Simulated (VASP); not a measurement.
The system is SnO.

```xyz
4
Lattice="3.8137 0.0000 0.0000 0.0000 3.8137 0.0000 0.0000 0.0000 4.8869" Properties=species:S:1:pos:R:3 pbc="T T T"
Sn    0.0000    1.9068    1.1503
Sn    1.9068    0.0000    3.7367
O     1.9068    1.9068    0.0000
O     0.0000    0.0000    0.0000
```

| Quantity | Value |
| --- | --- |
| Program | VASP 6.6.1 |
| Task | relaxation of cell and atoms |
| Functional | PBE |
| Dispersion | D3(BJ) |
| Potentials or basis | VASP PAW PBE potentials, release 64 (Sn_d, O) |
| Cutoff | 600 eV |
| k mesh | 6 × 6 × 6 |
| Occupations | fermi-dirac, width 0.02 eV |
| Spin | no spin polarisation |

At the start: pressure 1.7 GPa; volume 17.77 Å³/atom.

Question: How do energy, volume and symmetry change on relaxing?

Answer: Over 11 steps the energy falls by 5.0 meV/atom and the volume is 17.40 Å³/atom (-2.1 %); space group P4/nmm (No. 129, to 0.1 Å) before and after.

The path:
| step | energy change (eV) | largest force (eV/Å) | pressure (GPa) | volume (Å³) |
| --- | --- | --- | --- | --- |
| 1 | 0.0000 | 0.4657 | 1.69 | 71.08 |
| 2 | -0.0015 | 0.2890 | -2.10 | 73.02 |
| 3 | -0.0108 | 0.0661 | -0.34 | 72.07 |
| 4 | -0.0126 | 0.0614 | -0.30 | 71.81 |
| 5 | -0.0170 | 0.0502 | -0.18 | 71.01 |
| 6 | -0.0197 | 0.0428 | 0.14 | 69.42 |
| 7 | -0.0199 | 0.0451 | 0.08 | 69.72 |
| 8 | -0.0195 | 0.0907 | -0.45 | 69.79 |
| 9 | -0.0200 | 0.0024 | -0.09 | 69.74 |
| 10 | -0.0200 | 0.0016 | 0.04 | 69.55 |
| 11 | -0.0200 | 0.0003 | 0.00 | 69.61 |

Final structure:
```cif
data_structure
_symmetry_space_group_name_H-M 'P 1'
_symmetry_Int_Tables_number 1
_cell_length_a 3.8333
_cell_length_b 3.8333
_cell_length_c 4.7373
_cell_angle_alpha 90.000
_cell_angle_beta 90.000
_cell_angle_gamma 90.000
_cell_volume 69.61
loop_
_atom_site_label
_atom_site_type_symbol
_atom_site_fract_x
_atom_site_fract_y
_atom_site_fract_z
_atom_site_occupancy
Sn1 Sn 0.00000 0.50000 0.24570 1
Sn2 Sn 0.50000 0.00000 0.75430 1
O1 O 0.50000 0.50000 0.00000 1
O2 O 0.00000 0.00000 0.00000 1
```
